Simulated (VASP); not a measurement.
# Sr2IN: single point with PBE

The system is Sr2IN.

```xyz
8
Lattice="6.3257 -0.8385 0.4571 0.9201 5.3077 -0.9441 -1.5131 -0.2024 7.1126" Properties=species:S:1:pos:R:3 pbc="T T T"
I    -0.3106    0.1689    3.2367
I     1.3459    1.5100    0.8864
Sr    6.1081    3.2505   -0.0324
Sr    1.4185    3.2779    5.2437
Sr    3.2947    0.1614    5.4113
Sr    3.8942    2.4386    2.6543
N     5.1471    0.7952    0.9093
N    -0.2064    0.5767    5.6343
```

```
Program                : VASP 6.6.1
Task                   : single point
Functional             : PBE
Potentials or basis    : VASP PAW PBE potentials, release 64 (I, Sr_sv, N)
Cutoff                 : 520 eV
k mesh                 : 3 × 3 × 2
Occupations            : methfessel-paxton, width 0.15 eV
Spin                   : no spin polarisation
Dipole correction      : no
Further INCAR settings : ALGO = Normal; EDIFF = 1e-06; NBANDS = 42
```

* Pressure: 0.8 GPa
* Largest force: 2.239 eV/Å
* Band gap on the k mesh: zero (bands 32 and 33 overlap by 0.08 eV)

Forces in eV/Å, atoms in the order of the input:
```
I   -0.695 -0.604  1.172
I    0.903  0.328 -1.094
Sr   0.352  0.323  0.479
Sr  -1.673  0.415  0.075
Sr   0.836  0.128  1.586
Sr   0.979 -1.155 -1.650
N   -0.981  0.835 -0.643
N    0.279 -0.269  0.075
```

Stress tensor (GPa, compression positive):
```
 1.85  0.47 -2.26
 0.47 -3.87 -0.48
-2.26 -0.48  4.39
```

Levels at points of the mesh, in eV from the Fermi level:
| k point | band 28 | band 29 | band 30 | band 31 | band 32 | band 33 | band 34 | band 35 | band 36 | band 37 |
| --- | --- | --- | --- | --- | --- | --- | --- | --- | --- | --- |
| (0.00, 0.00, 0.00) | -1.82 | -1.37 | -1.26 | -0.95 | -0.32 | 0.09 | 0.38 | 0.71 | 1.07 | 1.44 |
| (0.00, 0.00, 0.50) | -1.76 | -1.65 | -1.19 | -1.13 | -0.26 | 0.29 | 0.44 | 0.82 | 1.11 | 1.57 |

Run time: 2.8 min on 1 thread of Oxide Virtual Turin-like Processor, with other jobs on the host, peak memory 0.33 GiB.

Caveat: the k points lie up to 0.45 Å⁻¹ apart; spin-orbit coupling is left out, which moves the levels of the heavy elements.
